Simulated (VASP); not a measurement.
A run of VASP 6.6.1 is set up as follows.

File INCAR:

```
SYSTEM = HfC
PREC     = Accurate       ! precision mode
ENCUT    = 520            ! plane-wave cutoff, eV
EDIFF    = 1E-7           ! SCF threshold, eV
ISMEAR   = -1             ! smearing method
SIGMA    = 0.08           ! smearing width, eV
LREAL    = .False.        ! projectors in reciprocal space
LASPH    = .True.         ! aspherical terms in the spheres
NELM     = 60             ! most SCF steps
ALGO     = Normal         ! electronic algorithm
ISIF     = 2              ! what is computed and relaxed
LWAVE    = .False.        ! write WAVECAR
LCHARG   = .False.        ! write CHGCAR
GGA      = PE             ! functional
NBANDS   = 14             ! bands
```

KPOINTS

```
regular mesh
0
Gamma
  15 15 15
  0 0 0
```

File POSCAR:

```
HfC
1.0
    0.0000000000      2.1588611866      2.1588611866
    2.1588611866      0.0000000000      2.1588611866
    2.1588611866      2.1588611866      0.0000000000
Hf C
1 1
Direct
    0.0000000000      0.0000000000      0.0000000000
    0.5000000000      0.5000000000      0.5000000000
```

Potentials or basis: VASP PAW PBE potentials, release 64 (Hf_pv, C).

Run with:

```sh
$ cat potpaw_PBE.64/Hf_pv/POTCAR potpaw_PBE.64/C/POTCAR > POTCAR
$ mpirun -np 1 vasp_std > vasp.out
```

(1) Estimate the band gap on the k mesh.

(2) Predict the pressure.

Answers

(1) zero (band 7 reaches 8.92 eV, above the bottom of band 8 at 7.39 eV).

(2) 82.0 GPa.

Caveat: spin-orbit coupling is left out, which moves the levels of the heavy elements.
